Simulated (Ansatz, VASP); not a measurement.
## SiO2 in VASP and in Ansatz

```
Si O
1.0
    -2.53826    2.53826    3.72592
     2.53826   -2.53826    3.72592
     2.53826    2.53826   -3.72592
Si O
2 4
Direct
  0.00000 0.00000 0.00000
  0.75000 0.25000 0.50000
  0.96701 0.62500 0.84201
  0.37500 0.21701 0.34201
  0.78299 0.12500 0.15799
  0.87500 0.03299 0.65799
```

Alike in both runs: task single point; functional PBE; k mesh 6 × 6 × 6; no spin polarisation.

|  | VASP | Ansatz |
| --- | --- | --- |
| version | VASP 6.6.1 | Ansatz 0.2.0 |
| potentials or method | VASP PAW PBE potentials, release 64 (Si, O) | plane waves, PAW |
| plane-wave cutoff (eV) | 520 | 420 |
| occupations | gaussian, width 0.01 eV | fixed |
| valence electrons in the cell | 32 | 32 |

|  | VASP | Ansatz | Ansatz less VASP |
| --- | --- | --- | --- |
| gap on the k mesh at the Fermi level (eV) | 5.54 | 5.55 | +0.003 |
| pressure (GPa) | -4.2 | -4.2 | -0.06 |
| rms of the force components (eV/Å) | 0.133 | 0.131 | -0.0024 |

Atom by atom the forces differ by 0.002 eV/Å (rms over components).
